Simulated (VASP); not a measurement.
Input of a VASP 6.6.1 run:

Contents of POSCAR:

```
GaN
1.0
    0.0000000000      2.1085153689      2.1085153689
    2.1085153689      0.0000000000      2.1085153689
    2.1085153689      2.1085153689      0.0000000000
Ga N
1 1
Direct
    0.5000000000      0.5000000000      0.5000000000
    0.0000000000      0.0000000000      0.0000000000
```

Contents of INCAR.step1:

```
PREC = Accurate
ENCUT = 520
ISMEAR = 0
SIGMA = 0.01
LREAL = F
LASPH = T
NELM = 60
NBANDS = 16
GGA = PE
ALGO = Normal
EDIFF = 1E-4
LWAVE = T
LCHARG = F
```

INCAR.step2

```
PREC = Accurate
ENCUT = 520
EDIFF = 1E-6
ISMEAR = 0
SIGMA = 0.01
LREAL = F
LASPH = T
NELM = 60
ALGO = Normal
ISIF = 2
LWAVE = F
LCHARG = T
METAGGA = R2SCAN
LMIXTAU = T
LELF = T
LVHAR = T
NBANDS = 16
ISTART = 1
```

File KPOINTS:

```
Automatic mesh
0
Gamma
  10 10 10
```

Potentials or basis: VASP PAW PBE potentials, release 64 (Ga_d, N).

Launch:

```console
$ cat potpaw_PBE.64/Ga_d/POTCAR potpaw_PBE.64/N/POTCAR > POTCAR
$ cp INCAR.step1 INCAR
$ mpirun -np 1 vasp_std > vasp.out
$ cp INCAR.step2 INCAR
$ mpirun -np 1 vasp_std > vasp.out
```

Q: What does it give for the pressure?

A: 1.3 GPa.

Q: Predict the band gap on the k mesh.

A: 1.18 eV, indirect (least direct gap 3.41 eV).

Caveat: the PAW data sets were made with another functional, which shifts forces and pressure a little. A k mesh can miss the band edges.
